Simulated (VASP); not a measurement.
# InSe (C2/m) in VASP: single point with LDA

Aim: the single point of InSe with LDA.

Everything below comes from runs of VASP 6.6.1. Logs are shortened: lines on timing, memory, paths and dates and some standing lists are left out, and cuts for length are marked.

### Step 1. The cell of the first run

It takes space group C2/m (No. 12, monoclinic). Conventional cell: a = 11.653 Å, b = 4.109 Å, c = 5.073 Å, α = 90.00°, β = 109.86°, γ = 90.00°. Within 3.5 Å of In (site symmetry m) lie 3 Se at 2.68 to 2.69 Å and 1 In at 2.80 Å. Se (site symmetry m) has 7 In at 2.68 to 4.18 Å and 7 Se at 3.55 to 4.11 Å within 4.2 Å.

### Step 2. Single point, LDA

INCAR reads:

```
PREC = Accurate
ENCUT = 520
EDIFF = 1E-6
ISMEAR = -1
SIGMA = 0.03
LREAL = F
LASPH = T
NELM = 60
ALGO = Normal
ISIF = 2
LWAVE = F
LCHARG = F
NBANDS = 27
```

KPOINTS reads:

```
regular mesh
0
Gamma
  7 7 6
```

POSCAR reads:

```
InSe
1.0
    5.8263928781     -2.0546489550      0.0000000000
    5.8263928781      2.0546489550      0.0000000000
   -1.7232330140      0.0000000000      4.7713478577
In Se
2 2
Direct
    0.1117967500      0.1117967500      0.9531586400
    0.8882032500      0.8882032500      0.0468413600
    0.3390724100      0.3390724100      0.3310443800
    0.6609275900      0.6609275900      0.6689556200
```

Potentials or basis: VASP PAW LDA potentials, release 64 (In_d, Se).

On the command line:

```sh
> cat potpaw_LDA.64/In_d/POTCAR potpaw_LDA.64/Se/POTCAR > POTCAR
> mpirun -np 1 vasp_std > vasp.out
```

OUTCAR:

```text
PREC = Accurate
   ENCUT = 520
   EDIFF = 1E-6
   ISMEAR = -1
   LREAL = F
   LASPH = T
   NELM = 60
   ISIF = 2

 ion  position               nearest neighbor table
   1  0.112  0.112  0.953-   4 2.68   4 2.68   3 2.69   2 2.80   2 3.71   2 3.71
   2  0.888  0.888  0.047-   3 2.68   3 2.68   4 2.69   1 2.80   1 3.71   1 3.71
   3  0.339  0.339  0.331-   2 2.68   2 2.68   1 2.69
   4  0.661  0.661  0.669-   1 2.68   1 2.68   2 2.69

  LATTYP: Found a base centered monoclinic cell.
 ALAT       =    11.6527857562
 B/A-ratio  =     0.3526451096
 C/A-ratio  =     0.4353462338
 COS(beta)  =    -0.3396874117

  Lattice vectors:

 A1 = (   5.8263928781,  -2.0546489550,   0.0000000000)
 A2 = (   5.8263928781,   2.0546489550,   0.0000000000)
 A3 = (  -1.7232330140,   0.0000000000,   4.7713478577)

Analysis of symmetry for initial positions (statically):
=====================================================================
 Subroutine PRICEL returns:
 Original cell was already a primitive cell.

 Routine SETGRP: Setting up the symmetry group for a
 base centered monoclinic supercell.

 Subroutine GETGRP returns: Found  4 space group operations
 (whereof  4 operations were pure point group operations)
 out of a pool of  4 trial point group operations.

The static configuration has the point symmetry C_2h.

Analysis of symmetry for dynamics (positions and initial velocities):
=====================================================================
 Subroutine PRICEL returns:
 Original cell was already a primitive cell.

 Routine SETGRP: Setting up the symmetry group for a
 base centered monoclinic supercell.

 Subroutine GETGRP returns: Found  4 space group operations
 (whereof  4 operations were pure point group operations)
 out of a pool of  4 trial point group operations.

The dynamic configuration has the point symmetry C_2h.

 Subroutine INISYM returns: Found  4 space group operations
 (whereof  4 operations are pure point group operations),
 and found     1 'primitive' translations

----------------------------------------------------------------------------------------

                                     Primitive cell

  volume of cell :     114.2374

  direct lattice vectors                    reciprocal lattice vectors
     5.826392878 -2.054648955  0.000000000     0.085816389 -0.243350573  0.030993681
     5.826392878  2.054648955  0.000000000     0.085816389  0.243350573  0.030993681
    -1.723233014  0.000000000  4.771347858     0.000000000  0.000000000  0.209584384

  length of vectors
     6.178060885  6.178060885  5.072996393     0.259893367  0.259893367  0.209584384

  position of ions in fractional coordinates (direct lattice)
     0.111796750  0.111796750  0.953158640
     0.888203250  0.888203250  0.046841360
     0.339072410  0.339072410  0.331044380
     0.660927590  0.660927590  0.668955620

  ion indices of the primitive-cell ions
   primitive index   ion index
                 1           1
                 2           2
                 3           3
                 4           4

----------------------------------------------------------------------------------------

 KPOINTS: regular mesh

Automatic generation of k-mesh.
 Grid dimensions read from file:
 generate k-points for:    7    7    6

 Generating k-lattice:

  Cartesian coordinates                     Fractional coordinates (reciprocal lattice)
     0.012259484 -0.034764368  0.004427669     0.142857143  0.000000000  0.000000000
     0.012259484  0.034764368  0.004427669     0.000000000  0.142857143  0.000000000
     0.000000000  0.000000000  0.034930731     0.000000000  0.000000000  0.166666667

  Length of vectors
     0.037127624  0.037127624  0.034930731

  Shift w.r.t. Gamma in fractional coordinates (k-lattice)
     0.000000000  0.000000000  0.000000000

 Subroutine IBZKPT returns following result:
 ===========================================

 Found     88 irreducible k-points:

 Following reciprocal coordinates:
            Coordinates               Weight
  0.000000  0.000000  0.000000      1.000000
  0.142857  0.000000  0.000000      4.000000
  0.285714  0.000000  0.000000      4.000000
  0.428571  0.000000  0.000000      4.000000
  0.142857  0.142857  0.000000      2.000000
  0.285714  0.142857 -0.000000      4.000000
[... 16 lines left out ...]
 -0.142857  0.000000  0.166667      4.000000
  0.142857  0.142857  0.166667      2.000000
 [... further k-points ...]
   k-points           NKPTS =     88   k-points in BZ     NKDIM =     88   number of bands    NBANDS=     27
   number of dos      NEDOS =    301   number of ions     NIONS =      4
   total plane-waves  NPLWV =  92160
   dimension x,y,z NGX =    48 NGY =   48 NGZ =   40
   dimension x,y,z NGXF=    96 NGYF=   96 NGZF=   80
   ions per type =               2   2
   NGX,Y,Z   is equivalent  to a cutoff of  12.92, 12.92, 13.11 a.u.
   NGXF,Y,Z  is equivalent  to a cutoff of  25.83, 25.83, 26.22 a.u.
 SYSTEM =  unknown system
   PREC   = accura    normal or accurate (medium, high low for compatibility)
   ISTART =      0    job   : 0-new  1-cont  2-samecut
   ICHARG =      2    charge: 1-file 2-atom 10-const
   ISPIN  =      1    spin polarized calculation?
   LNONCOLLINEAR =      F non collinear calculations
   LSORBIT =      F    spin-orbit coupling
   LASPH  =      T    aspherical Exc in radial PAW
   ENCUT  =  520.0 eV  38.22 Ry    6.18 a.u.  11.49 11.49  9.43*2*pi/ulx,y,z
   NELM   =     60;   NELMIN=  2; NELMDL= -5     # of ELM steps
   EDIFF  = 0.1E-05   stopping-criterion for ELM
   LREAL  =      F    real-space projection
   EDIFFG = 0.1E-04   stopping-criterion for IOM
   NSW    =      0    number of steps for IOM
   IBRION =     -1    ionic relax: 0-MD 1-quasi-New 2-CG
   NFREE  =      0    steps in history (QN), initial steepest desc. (CG)
   ISIF   =      2    stress and relaxation
   ISYM   =      2    0-nonsym 1-usesym 2-fastsym
   POTIM  = 0.5000    time-step for ionic-motion
   TEBEG  =    0.0;   TEEND  =   0.0 temperature during run
   PSTRESS=    0.0 pullay stress
   NELECT =      38.0000    total number of electrons
   NUPDOWN=      -1.0000    fix difference up-down
   EMIN   =  10.00;   EMAX   =-10.00  energy-range for DOS
   EFERMI =   0.00;   METHOD = LEGACY
   ISMEAR =    -1;   SIGMA  =   0.03  broadening in eV -4-tet -1-fermi 0-gaus
   EFERMI_NEDOS =   21; number of points for ismear=-14 and -15
   IALGO  =     38    algorithm
   IMIX   =      4    mixing-type and parameters
     AMIX     =   0.40;   BMIX     =  1.00
     AMIX_MAG =   1.60;   BMIX_MAG =  1.00
  volume/ion in A,a.u.               =      28.56       192.73
  Fermi-wavevector in a.u.,A,eV,Ry     =   1.134314  2.143542 17.506177  1.286668
  Thomas-Fermi vector in A             =   2.271018
   LORBIT       =      0    0 simple, 1 ext, 2 COOP (PROOUT), +10 PAW based schemes
   GGA     = CA    functional components
   LHFCALC =     F    Hartree Fock is set to
   AEXX    =    0.0000 exact exchange contribution
   IVDW    =     0    specifies the selected vdW correction
   LEPSILON=     F    determine dielectric tensor
   LRPA    =     F    only Hartree local field effects (RPA)
 non-spin polarized calculation
  energy-cutoff  :      520.00
  volume of cell :      114.24
 maximum number of plane-waves:      3097
 NGX is ok and might be reduce to    48
   NGX = 23   NGY = 23   NGZ = 19

 number of electron      38.0000006 magnetization

 Free energy of the ion-electron system (eV)
  ---------------------------------------------------
  ext. energy  EPLUGINS =         0.00000000
  ---------------------------------------------------
  free energy    TOTEN  =       -16.53156213 eV

  energy without entropy =      -16.53156213  energy(sigma->0) =      -16.53156213

 E-fermi :   4.2766     XC(G=0):  -9.4161

 val. band max:        3.7595745840   @ k =  -0.4286  -0.4286   0.1667
 cond. band min:       4.7671275580   @ k =   0.0000   0.0000   0.5000
 fundamental gap:      1.0075529740
 Fermi energy:         4.2765928586

 k-point     1 :       0.0000    0.0000    0.0000
  band No.  band energies     occupation
      1     -10.6856      2.00000
      2     -10.5711      2.00000
      3     -10.3806      2.00000
      4     -10.3479      2.00000
      5     -10.3089      2.00000
      6     -10.3062      2.00000
[... 19 lines left out ...]
     26      10.4290      0.00000
     27      11.9577      0.00000

 k-point     2 :       0.1429    0.0000    0.0000
  band No.  band energies     occupation
      1     -10.6809      2.00000
      2     -10.5685      2.00000
      3     -10.4504      2.00000
      4     -10.3331      2.00000
      5     -10.3265      2.00000
      6     -10.2926      2.00000
[... 19 lines left out ...]
     26      10.3172      0.00000
     27      12.2806      0.00000

 k-point     3 :       0.2857    0.0000    0.0000
  band No.  band energies     occupation
      1     -10.6772      2.00000
      2     -10.5729      2.00000
      3     -10.5312      2.00000
      4     -10.3636      2.00000
      5     -10.3111      2.00000
      6     -10.2950      2.00000
[... 19 lines left out ...]
     26      11.0634      0.00000
     27      11.3794      0.00000

 k-point     4 :       0.4286    0.0000    0.0000
  band No.  band energies     occupation
      1     -10.6905      2.00000
      2     -10.5969      2.00000
      3     -10.5345      2.00000
      4     -10.3936      2.00000
      5     -10.3126      2.00000
      6     -10.3009      2.00000
[... 19 lines left out ...]
     26      10.5828      0.00000
     27      12.0561      0.00000
[... 516 lines left out ...]
      4     -10.3663      2.00000
      5     -10.3099      2.00000
      6     -10.2925      2.00000
[... 19 lines left out ...]
     26      10.9317      0.00000
     27      11.2531      0.00000

 k-point    23 :      -0.1429    0.0000    0.1667
  band No.  band energies     occupation
      1     -10.6848      2.00000
      2     -10.5681      2.00000
      3     -10.4512      2.00000
      4     -10.3326      2.00000
      5     -10.3284      2.00000
      6     -10.2931      2.00000
[... 19 lines left out ...]
     26      10.0063      0.00000
     27      11.9957      0.00000

 k-point    24 :       0.1429    0.1429    0.1667
  band No.  band energies     occupation
      1     -10.6835      2.00000
      2     -10.5681      2.00000
      3     -10.3943      2.00000
      4     -10.3451      2.00000
      5     -10.3152      2.00000
      6     -10.3128      2.00000
[... 19 lines left out ...]
     26      10.3418      0.00000
     27      11.5857      0.00000

 [... further k-points ...]

------------------------ aborting loop because EDIFF is reached ----------------------------------------

  FORCE on cell =-STRESS in cart. coord.  units (eV):
  Direction    XX          YY          ZZ          XY          YZ          ZX
  --------------------------------------------------------------------------------------
  -------------------------------------------------------------------------------------
  Total       -2.2971393     -1.8158501     -1.5970862      0.0000000      0.0000000      0.0282625
  in kB      -32.2173218    -25.4672525    -22.3990948      0.0000000      0.0000000      0.3963809
  external PRESSURE =     -26.6945564 kB  Pullay stress =       0.0000000 kB

 VOLUME and BASIS-vectors are now :
 -----------------------------------------------------------------------------
  energy-cutoff  :      520.00
  volume of cell :      114.24
      direct lattice vectors                 reciprocal lattice vectors
     5.826392878 -2.054648955  0.000000000     0.085816389 -0.243350573  0.030993681
     5.826392878  2.054648955  0.000000000     0.085816389  0.243350573  0.030993681
    -1.723233014  0.000000000  4.771347858     0.000000000  0.000000000  0.209584384

 POSITION                                       TOTAL-FORCE (eV/Angst)
 -----------------------------------------------------------------------------------
     -0.33977      0.00000      4.54785         0.060327      0.000000     -0.007568
     10.26932      0.00000      0.22350        -0.060327      0.000000      0.007568
      3.38067      0.00000      1.57953        -0.002676      0.000000     -0.068084
      6.54888      0.00000      3.19182         0.002676      0.000000      0.068084
 -----------------------------------------------------------------------------------
    total drift:                               -0.000000     -0.000000      0.000000

  FREE ENERGIE OF THE ION-ELECTRON SYSTEM (eV)
  ---------------------------------------------------
  free  energy   TOTEN  =       -16.5315621308 eV

  energy  without entropy=      -16.5315621301  energy(sigma->0) =      -16.53156213
```

Run time: 9.3 min. Hardware: 1 thread of Oxide Virtual Turin-like, shared host; peak memory 0.36 GiB.

What came out:

```
Free energy            : -16.5316 eV
Pressure               : -2.7 GPa
Largest force          : 0.068 eV/Å
Band gap on the k mesh : 1.01 eV (least direct gap 1.08 eV)
```

Forces on the atoms (eV/Å):
```
In   0.060  0.000 -0.008
In  -0.060  0.000  0.008
Se  -0.003  0.000 -0.068
Se   0.003  0.000  0.068
```

Caveat: spin-orbit coupling is left out, which moves the levels of the heavy elements.
